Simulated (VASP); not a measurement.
Wanted: the native input for a VASP 6.6.1 run.

* Task: single point
* Functional: LDA
* Potentials or basis: VASP PAW LDA potentials, release 64 (Na_pv, Ti_sv, O)
* Cutoff: 520 eV
* k mesh: 10 × 10 × 10
* Occupations: fermi-dirac, width 0.03 eV
* Spin: collinear spin
* Starting moments: [0.0, 1.0, 0.0, 0.0] μB
* Dipole correction: no
* Further INCAR settings: ALGO = Normal; EDIFF = 1e-06; NBANDS = 28

The structure of NaTiO2 lies in POSCAR:

```
NaTiO2
1.0
    1.4271462270      0.8239632583      5.1143443036
   -1.4271462270      0.8239632583      5.1143443036
    0.0000000000     -1.6479265167      5.1143443036
Na Ti O
1 1 2
Direct
    0.0000000000      0.0000000000      0.0000000000
    0.5000000000      0.5000000000      0.5000000000
    0.7638036100      0.7638036100      0.7638036100
    0.2361963900      0.2361963900      0.2361963900
```

One way to write it, as run:

INCAR

```
SYSTEM = NaTiO2
PREC = Accurate
ENCUT = 520
EDIFF = 1E-6
ISMEAR = -1
SIGMA = 0.03
LREAL = .FALSE.
LASPH = .TRUE.
NELM = 150
ALGO = Normal
ISIF = 2
LWAVE = .FALSE.
LCHARG = .FALSE.
ISPIN = 2
MAGMOM = 0 1 0 0
LORBIT = 11
LMAXMIX = 4
NBANDS = 28
```

KPOINTS

```
regular mesh
0
G
  10 10 10
  0 0 0
```

Potentials or basis: VASP PAW LDA potentials, release 64 (Na_pv, Ti_sv, O).

Run with:

```bash
$ cat potpaw_LDA.64/Na_pv/POTCAR potpaw_LDA.64/Ti_sv/POTCAR potpaw_LDA.64/O/POTCAR > POTCAR
$ mpirun -np 1 vasp_std > vasp.out
```

Results of the run:

The pressure is 25.6 GPa, the largest force is 1.724 eV/Å and the net moment is 0.00 μB per cell. The valence electrons inside the program's atomic spheres are Na 6.13; Ti 10.62; O 5.10.

Caveat: the cell stands under pressure; forces of over 1 eV/Å act on the atoms, so gaps and moduli don't describe the material at rest.

Run time: 5.5 min on 1 thread of Intel(R) Xeon(R) 6975P-C (Granite Rapids), with other jobs on the host, peak memory 0.33 GiB.
